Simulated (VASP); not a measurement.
The system is KCdCO3F (k07).

```
CELL_PARAMETERS angstrom
5.13240 0.00000 0.00000
-2.56620 4.44479 0.00000
0.00000 0.00000 4.43240
ATOMIC_POSITIONS crystal
K 0.00000 0.00000 0.00000
Cd 0.66667 0.33333 0.50000
C 0.33333 0.66667 0.50000
O 0.19250 0.38500 0.50000
O 0.19250 0.80750 0.50000
O 0.61500 0.80750 0.50000
F 0.66667 0.33333 0.00000
```

- Program: VASP 6.6.1
- Task: relaxation of cell and atoms
- Functional: PBE
- Potentials or basis: VASP PAW PBE potentials, release 64 (K_sv, Cd, C, O, F)
- Cutoff: 600 eV
- k mesh: 6 × 6 × 4
- Occupations: gaussian, width 0.1 eV
- Spin: no spin polarisation

At the start: pressure 6.8 GPa; volume 14.44 Å³/atom.

Q: Where does the relaxation end?

A: Over 7 steps the energy falls by 32.3 meV/atom and the volume is 14.71 Å³/atom (+1.8 %); space group P-6m2 (No. 187, to 0.05 Å).

Step by step:
```tsv
step	energy change (eV)	largest force (eV/Å)	pressure (GPa)	volume (Å³)
1	0.0000	3.4376	6.79	101.11
2	1.9221	6.4898	-14.15	110.30
3	-0.2154	0.3732	-0.82	103.02
4	-0.2193	0.0533	-0.16	102.81
5	-0.2195	0.0411	0.04	102.75
6	-0.2224	0.0410	-0.01	102.80
7	-0.2264	0.0414	-0.11	102.95
```

Final structure:
```
K Cd C O F
1.0
     5.13929    0.00000    0.00000
    -2.56965    4.45076    0.00000
     0.00000    0.00000    4.50083
K Cd C O F
1 1 1 3 1
Direct
  0.00000 0.00000 0.00000
  0.66667 0.33333 0.50000
  0.33333 0.66667 0.50000
  0.18767 0.37534 0.50000
  0.18767 0.81233 0.50000
  0.62466 0.81233 0.50000
  0.66667 0.33333 0.00000
```

Caveat: the relaxation stopped at a loose force limit of 0.05 eV/Å, so its end isn't a converged minimum.
